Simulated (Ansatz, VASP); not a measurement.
**Two plane-wave programs on NaCl**

```
Na Cl
1.0
     0.00000    2.80270    2.80270
     2.80270    0.00000    2.80270
     2.80270    2.80270    0.00000
Na Cl
1 1
Direct
  0.00000 0.00000 0.00000
  0.50000 0.50000 0.50000
```

Alike in both runs: task single point; functional r2SCAN; k mesh 8 × 8 × 8; no spin polarisation.

|  | VASP | Ansatz |
| --- | --- | --- |
| version | VASP 6.6.1 | Ansatz 0.2.0 |
| potentials or method | VASP PAW PBE potentials, release 64 (Na_pv, Cl) | plane waves, PAW |
| plane-wave cutoff (eV) | 520 | 500 |
| occupations | gaussian, width 0.01 eV | fixed |
| valence electrons in the cell | 14 | 16 |

VASP gave:

```
gap on the k mesh at the Fermi level (eV) : 6.00
pressure (GPa)                            : -0.2
```

Q: Estimate Ansatz's values.

A: gap on the k mesh at the Fermi level (eV): 5.98; pressure (GPa): 0.0.

VASP's potentials were made for PBE, not for r2SCAN. VASP's potentials hold 14 valence electrons a cell and Ansatz's 16, so a difference there can come from the potentials and not from the codes.
